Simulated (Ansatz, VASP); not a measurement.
## Two plane-wave programs on GaN

```
Ga N
1.0
     3.08765    0.00000    0.00000
    -1.54383    2.67399    0.00000
     0.00000    0.00000    5.25840
Ga N
2 2
Direct
  0.33333 0.66667 0.00304
  0.66667 0.33333 0.50304
  0.33333 0.66667 0.37196
  0.66667 0.33333 0.87196
```

Change from the starting cell: epitaxial_xy strain -3.0%.

Alike in both runs: task single point; functional PBE; k mesh 12 × 12 × 6; occupations fermi-dirac, width 0.02 eV; no spin polarisation.

|  | VASP | Ansatz |
| --- | --- | --- |
| version | VASP 6.6.1 | Ansatz 0.2.0 |
| potentials or method | VASP PAW PBE potentials, release 64 (Ga_d, N) | plane waves, PAW |
| plane-wave cutoff (eV) | 520 | 420 |
| valence electrons in the cell | 36 | 36 |

```tsv
	VASP	Ansatz	Ansatz less VASP
gap on the k mesh at the Fermi level (eV)	2.02	2.01	-0.009
pressure (GPa)	16.3	16.4	+0.03
traceless stress, the component that is largest in VASP (GPa)	-9.52	-9.50	+0.015
rms of the force components (eV/Å)	0.022	0.024	+0.0025
```

Atom by atom the forces differ by 0.002 eV/Å (rms over components).
